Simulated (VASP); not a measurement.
# S (Fd-3m) in VASP: vibrations by perturbation theory with PBE

Aim: the vibrations by perturbation theory of S with PBE.

Everything below comes from runs of VASP 6.6.1. Logs are shortened: lines on timing, memory, paths and dates and some standing lists are left out, and cuts for length are marked.

**1. The cell of the first run**

It takes space group Fd-3m (No. 227, cubic). The conventional cell has a = 5.792 Å, b = 5.792 Å, c = 5.792 Å, α = 90.00°, β = 90.00°, γ = 90.00°. S (site symmetry -43m) has 4 S at 2.51 Å within 3.3 Å.

**2. Vibrations by perturbation theory, PBE**

INCAR

```
ALGO = Normal ; EDIFF = 1E-8
ENCUT = 500 ; GGA = PE
GGA_COMPAT = F ; IBRION = 8
ISIF = 2 ; ISMEAR = -1
LASPH = T ; LCHARG = F
LREAL = F ; LWAVE = F
NELM = 120 ; NSW = 1
PREC = Accurate ; SIGMA = 0.1
```

KPOINTS

```
k-points
0
Gamma
  4 4 4
```

POSCAR

```
S
1.0
    0.0000000000      2.8962300000      2.8962300000
    2.8962300000      0.0000000000      2.8962300000
    2.8962300000      2.8962300000      0.0000000000
S
2
Direct
    0.0000000000      0.0000000000      0.0000000000
    0.2500000000      0.2500000000      0.2500000000
```

Potentials or basis: VASP PAW PBE potentials, release 64 (S).

Launch:

```sh
cat potpaw_PBE.64/S/POTCAR > POTCAR
mpirun -np 1 vasp_std > vasp.out
```

OUTCAR:

```text
EDIFF = 1E-8
   ENCUT = 500
   GGA = PE
   IBRION = 8
   ISIF = 2
   ISMEAR = -1
   LASPH = T
   LREAL = F
   NELM = 120
   NSW = 1
   PREC = Accurate

 ion  position               nearest neighbor table
   1  0.000  0.000  0.000-   2 2.51   2 2.51   2 2.51   2 2.51
   2  0.250  0.250  0.250-   1 2.51   1 2.51   1 2.51   1 2.51

  LATTYP: Found a face centered cubic cell.
 ALAT       =     5.7924600000

  Lattice vectors:

 A1 = (   0.0000000000,   2.8962300000,   2.8962300000)
 A2 = (   2.8962300000,   0.0000000000,   2.8962300000)
 A3 = (   2.8962300000,   2.8962300000,   0.0000000000)

Analysis of symmetry for initial positions (statically):
=====================================================================
 Subroutine PRICEL returns:
 Original cell was already a primitive cell.

 Routine SETGRP: Setting up the symmetry group for a
 face centered cubic supercell.

 Subroutine GETGRP returns: Found 48 space group operations
 (whereof 24 operations were pure point group operations)
 out of a pool of 48 trial point group operations.

The static configuration has the point symmetry T_d .
 The point group associated with its full space group is O_h .

Analysis of symmetry for dynamics (positions and initial velocities):
=====================================================================
 Subroutine PRICEL returns:
 Original cell was already a primitive cell.

 Routine SETGRP: Setting up the symmetry group for a
 face centered cubic supercell.

 Subroutine GETGRP returns: Found 48 space group operations
 (whereof 24 operations were pure point group operations)
 out of a pool of 48 trial point group operations.

The dynamic configuration has the point symmetry T_d .
 The point group associated with its full space group is O_h .

 Subroutine INISYM returns: Found 48 space group operations
 (whereof 24 operations are pure point group operations),
 and found     1 'primitive' translations

----------------------------------------------------------------------------------------

                                     Primitive cell

  volume of cell :      48.5880

  direct lattice vectors                    reciprocal lattice vectors
     0.000000000  2.896230000  2.896230000    -0.172638223  0.172638223  0.172638223
     2.896230000  0.000000000  2.896230000     0.172638223 -0.172638223  0.172638223
     2.896230000  2.896230000  0.000000000     0.172638223  0.172638223 -0.172638223

  length of vectors
     4.095887746  4.095887746  4.095887746     0.299018173  0.299018173  0.299018173

  position of ions in fractional coordinates (direct lattice)
     0.000000000  0.000000000  0.000000000
     0.250000000  0.250000000  0.250000000

  ion indices of the primitive-cell ions
   primitive index   ion index
                 1           1
                 2           2

----------------------------------------------------------------------------------------

 KPOINTS: k-points

Automatic generation of k-mesh.
 Grid dimensions read from file:
 generate k-points for:    4    4    4

 Generating k-lattice:

  Cartesian coordinates                     Fractional coordinates (reciprocal lattice)
    -0.043159556  0.043159556  0.043159556     0.250000000  0.000000000  0.000000000
     0.043159556 -0.043159556  0.043159556     0.000000000  0.250000000  0.000000000
     0.043159556  0.043159556 -0.043159556     0.000000000  0.000000000  0.250000000

  Length of vectors
     0.074754543  0.074754543  0.074754543

  Shift w.r.t. Gamma in fractional coordinates (k-lattice)
     0.000000000  0.000000000  0.000000000
[... 57 lines left out ...]
  Thomas-Fermi vector in A             =   2.161059
   LORBIT       =      0    0 simple, 1 ext, 2 COOP (PROOUT), +10 PAW based schemes
   GGA     = PE    functional components
   LHFCALC =     F    Hartree Fock is set to
   AEXX    =    0.0000 exact exchange contribution
   IVDW    =     0    specifies the selected vdW correction
   LEPSILON=     F    determine dielectric tensor
   LRPA    =     F    only Hartree local field effects (RPA)
 non-spin polarized calculation
  energy-cutoff  :      500.00
  volume of cell :       48.59
 maximum number of plane-waves:      1243
 NGX is ok and might be reduce to    30
   NGX = 15   NGY = 15   NGZ = 15

--------------------------------------- Ionic step        1  -------------------------------------------

 number of electron      11.9999997 magnetization

 Free energy of the ion-electron system (eV)
  ---------------------------------------------------
  ext. energy  EPLUGINS =         0.00000000
  ---------------------------------------------------
  free energy    TOTEN  =        -6.21119495 eV

  energy without entropy =       -6.15017727  energy(sigma->0) =       -6.18068611

 E-fermi :   3.4979     XC(G=0):  -8.6786

 val. band max:        3.1958448571   @ k =   0.2500   0.0000   0.0000
 cond. band min:       3.5744185677   @ k =  -0.2500   0.2500   0.0000
 fundamental gap:      0.3785737106
 Fermi energy:         3.4978615795

 k-point     1 :       0.0000    0.0000    0.0000
  band No.  band energies     occupation
      1     -12.2776      2.00000
      2      -5.6631      2.00000
      3      -0.3775      2.00000
      4      -0.3775      2.00000
      5      -0.3775      2.00000
      6       2.5220      1.99988
      7       2.5220      1.99988
      8       2.5220      1.99988
      9       9.0644      0.00000
     10      11.3095      0.00000
[... 79 lines left out ...]
 k-point     8 :      -0.2500    0.5000    0.2500
  band No.  band energies     occupation
      1      -9.7743      2.00000
      2      -9.7743      2.00000
      3      -2.2647      2.00000
      4      -2.2647      2.00000
      5       2.4202      1.99996
      6       2.4202      1.99996
      7       4.9373      0.00000
      8       4.9373      0.00000
      9       9.7702      0.00000
     10       9.7702      0.00000

------------------------ aborting loop because EDIFF is reached ----------------------------------------

  FORCE on cell =-STRESS in cart. coord.  units (eV):
  Direction    XX          YY          ZZ          XY          YZ          ZX
  --------------------------------------------------------------------------------------
  -------------------------------------------------------------------------------------
  Total        0.1408588      0.1408588      0.1408588      0.0000000      0.0000000      0.0000000
  in kB        4.6447829      4.6447829      4.6447829      0.0000000      0.0000000      0.0000000
  external PRESSURE =       4.6447829 kB  Pullay stress =       0.0000000 kB

 VOLUME and BASIS-vectors are now :
 -----------------------------------------------------------------------------
  energy-cutoff  :      500.00
  volume of cell :       48.59
      direct lattice vectors                 reciprocal lattice vectors
     0.000000000  2.896230000  2.896230000    -0.172638223  0.172638223  0.172638223
     2.896230000  0.000000000  2.896230000     0.172638223 -0.172638223  0.172638223
     2.896230000  2.896230000  0.000000000     0.172638223  0.172638223 -0.172638223

 POSITION                                       TOTAL-FORCE (eV/Angst)
 -----------------------------------------------------------------------------------
      0.00000      0.00000      0.00000         0.000000      0.000000      0.000000
      1.44812      1.44812      1.44812        -0.000000     -0.000000     -0.000000
 -----------------------------------------------------------------------------------
    total drift:                                0.000000     -0.000000      0.000000

  FREE ENERGIE OF THE ION-ELECTRON SYSTEM (eV)
  ---------------------------------------------------
  free  energy   TOTEN  =        -6.2111949545 eV

  energy  without entropy=       -6.1501772727  energy(sigma->0) =       -6.18068611

[... ionic steps 2 to 3 ...]

--------------------------------------- Ionic step        4  -------------------------------------------

 Free energy of the ion-electron system (eV)
  ---------------------------------------------------
  ---------------------------------------------------
  free energy    TOTEN  =        -0.10307283 eV

  energy without entropy =       -0.10307283

------------------------ aborting loop because EDIFF is reached ----------------------------------------

 INTERNAL STRAIN TENSOR  FOR ION    1  DIRECTION 1   (eV/Angst):
 -----------------------------------------------------------------------------
    -0.00423  0.00000 -0.00000
     0.00000  0.00336-13.89879
    -0.00000-13.89879  0.00336

 INTERNAL STRAIN TENSOR FOR ION    2 for displacements in x,y,z  (eV/Angst):
          X           Y           Z          XY          YZ          ZX
  --------------------------------------------------------------------------------
  x     0.00000     0.00000     0.00000    -0.00000    13.89879     0.00000
  y     0.00000     0.00000     0.00000     0.00000    -0.00000    13.89879
  z     0.00000     0.00000     0.00000    13.89879     0.00000    -0.00000

 SECOND DERIVATIVES (NOT SYMMETRIZED)
 ------------------------------------
               1X          1Y          1Z          2X          2Y          2Z
  1X    13.289347    0.000000    0.000000  -13.289347    0.000000    0.000000
  1Y     0.000000   13.289347    0.000000    0.000000  -13.289347    0.000000
  1Z     0.000000    0.000000   13.289347    0.000000    0.000000  -13.289347
  2X   -13.289347    0.000000    0.000000   13.289347    0.000000    0.000000
  2Y     0.000000  -13.289347    0.000000    0.000000   13.289347    0.000000
  2Z     0.000000    0.000000  -13.289347    0.000000    0.000000   13.289347

 Eigenvectors and eigenvalues of the dynamical matrix
 ----------------------------------------------------

   1 f  =    0.000000 THz     0.000001 2PiTHz    0.000007 cm-1     0.000001 meV
             X         Y         Z           dx          dy          dz
      0.000000  0.000000  0.000000     0.000000    0.255943   -0.659161
      1.448115  1.448115  1.448115     0.000000    0.255943   -0.659161
[... 21 lines left out ...]
   6 f/i=   14.232958 THz    89.428310 2PiTHz  474.760364 cm-1    58.862757 meV
             X         Y         Z           dx          dy          dz
      0.000000  0.000000  0.000000     0.000000   -0.294027    0.643077
      1.448115  1.448115  1.448115     0.000000    0.294027   -0.643077

--------------------------------------------------------------------------------------------------------

 ELASTIC MODULI CONTR FROM IONIC RELAXATION (kBar)
 Direction    XX          YY          ZZ          XY          YZ          ZX
 --------------------------------------------------------------------------------
 XX           0.0000      0.0000      0.0000      0.0000      0.0000      0.0000
 YY           0.0000      0.0000      0.0000      0.0000      0.0000      0.0000
 ZZ           0.0000      0.0000      0.0000      0.0000      0.0000      0.0000
 XY           0.0000      0.0000      0.0000      0.0000      0.0000      0.0000
 YZ           0.0000      0.0000      0.0000      0.0000      0.0000      0.0000
 ZX           0.0000      0.0000      0.0000      0.0000      0.0000      0.0000
 --------------------------------------------------------------------------------
```

Wall time 19 s (1 thread of Intel Xeon Platinum 8375C at 2.90GHz (Ice Lake), shared host); peak memory 0.17 GiB.

What came out:

* Highest phonon frequency at Γ: 0 cm⁻¹
* Most unstable mode: 475i cm⁻¹

Phonon frequencies in cm⁻¹ (negative: imaginary):
```
              q point           frequencies
(0.000, 0.000, 0.000)  -475 -475 -475 0 0 0
```

Caveat: the k points lie up to 0.47 Å⁻¹ apart; some modes are imaginary.
